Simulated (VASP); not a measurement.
BN: single point with r2SCAN

The system is BN.

```xyz
8
Lattice="2.3890 0.0000 0.0000 0.0000 6.6514 0.0000 0.0000 0.0000 4.3720" Properties=species:S:1:pos:R:3 pbc="T T T"
B     1.1945    0.0000    2.1774
B     1.1945    3.3257   -0.0086
B     0.0000    0.0000   -0.0086
B     0.0000    3.3257    2.1774
N     1.1945    0.0000    0.7374
N     1.1945    3.3257    2.9234
N     0.0000    0.0000    2.9234
N     0.0000    3.3257    0.7374
```

```
Program             : VASP 6.6.1
Task                : single point
Functional          : r2SCAN
Potentials or basis : VASP PAW PBE potentials, release 64 (B, N)
Cutoff              : 520 eV
k mesh              : 10 × 4 × 6
Occupations         : gaussian, width 0.02 eV
Spin                : no spin polarisation
```

| Quantity | Value |
| --- | --- |
| Pressure | 15.4 GPa |
| Largest force | 0.004 eV/Å |
| Band gap on the k mesh | 3.78 eV |

Forces on the atoms (eV/Å):
```
B    0.000  0.000 -0.004
B    0.000  0.000 -0.004
B    0.000  0.000 -0.004
B    0.000  0.000 -0.004
N    0.000  0.000  0.004
N    0.000  0.000  0.004
N    0.000  0.000  0.004
N    0.000  0.000  0.004
```

Stress tensor (GPa, compression positive):
```
44.38  0.00  0.00
 0.00  1.14  0.00
 0.00  0.00  0.78
```

Levels at points of the mesh, in eV from the valence-band top:
```
           k point  band 13  band 14  band 15  band 16  band 17  band 18  band 19  band 20
(0.00, 0.00, 0.00)    -1.90    -1.11    -1.07    -0.80     3.78     5.32     6.57    10.91
(0.50, 0.00, 0.00)    -1.78    -1.78    -0.73    -0.73     6.23     6.23     6.76     6.76
(0.00, 0.50, 0.00)    -1.50    -1.50    -1.09    -1.09     4.90     4.90     7.83     7.83
(0.50, 0.50, 0.00)    -1.25    -1.25    -1.25    -1.25     6.35     6.35     6.35     6.35
(0.00, 0.00, 0.50)    -2.70    -2.70    -2.65    -2.65     7.29     7.29     8.78     8.78
(0.50, 0.00, 0.50)    -1.12    -1.12    -1.12    -1.12     5.63     5.63     5.63     5.63
(0.00, 0.50, 0.50)    -2.67    -2.67    -2.67    -2.67     8.59     8.59     8.59     8.59
(0.50, 0.50, 0.50)    -1.05    -1.05    -1.05    -1.05     5.34     5.34     5.34     5.34
```

It took 3.1 min on 1 thread of Intel(R) Xeon(R) 6975P-C (Granite Rapids) (shared host), peak memory 0.23 GiB.

Caveat: the PAW data sets were made with another functional, which shifts forces and pressure a little. A k mesh can miss the band edges.
